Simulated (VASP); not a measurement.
Write the native input for VASP 6.6.1 that does the following.

```yaml
Task: single point
Functional: PBE
Potentials_or_basis: VASP PAW PBE potentials, release 64 (Ga_d, P)
Cutoff: 520 eV
k_mesh: 4 × 4 × 4
Occupations: gaussian, width 0.1 eV
Spin: no spin polarisation
Dipole_correction: no
Further_INCAR_settings: ALGO = Normal; EDIFF = 1e-06; NBANDS = 24
```

The structure of GaP4 lies in POSCAR:

```
GaP4
1.0
    4.8320610900      0.0000000000      0.0000000000
    0.0000000000      4.8320610900      0.0000000000
    0.0000000000      0.0000000000      4.3112588300
Ga P
1 4
Direct
    0.0000000000      0.0000000000      0.0000000000
    0.7935509600      0.5000000000      0.0000000000
    0.2064490400      0.5000000000      0.0000000000
    0.5000000000      0.7935509600      0.0000000000
    0.5000000000      0.2064490400      0.0000000000
```

The input as run:

INCAR

```
PREC     = Accurate       # precision mode
ENCUT    = 520            # plane-wave cutoff, eV
EDIFF    = 1E-6           # SCF threshold, eV
ISMEAR   = 0              # smearing method
SIGMA    = 0.1            # smearing width, eV
LREAL    = F              # projectors in reciprocal space
LASPH    = T              # aspherical terms in the spheres
NELM     = 100            # most SCF steps
ALGO     = Normal         # electronic algorithm
ISIF     = 2              # what is computed and relaxed
LWAVE    = F              # write WAVECAR
LCHARG   = F              # write CHGCAR
GGA      = PE             # functional
NBANDS   = 24             # bands
```

KPOINTS

```
regular mesh
0
Gamma
  4 4 4
```

Potentials or basis: VASP PAW PBE potentials, release 64 (Ga_d, P).

The run is started by

```bash
$ cat potpaw_PBE.64/Ga_d/POTCAR potpaw_PBE.64/P/POTCAR > POTCAR
$ mpirun -np 1 vasp_std > vasp.out
```

Results of the run:

The pressure is 26.6 GPa and the largest force is 1.184 eV/Å.

Caveat: the k points lie up to 0.36 Å⁻¹ apart; forces of over 1 eV/Å act on the atoms, so gaps and moduli don't describe the material at rest.

Run time: 70 s on 1 thread of AMD EPYC 7571, on a shared host, peak memory 0.17 GiB.
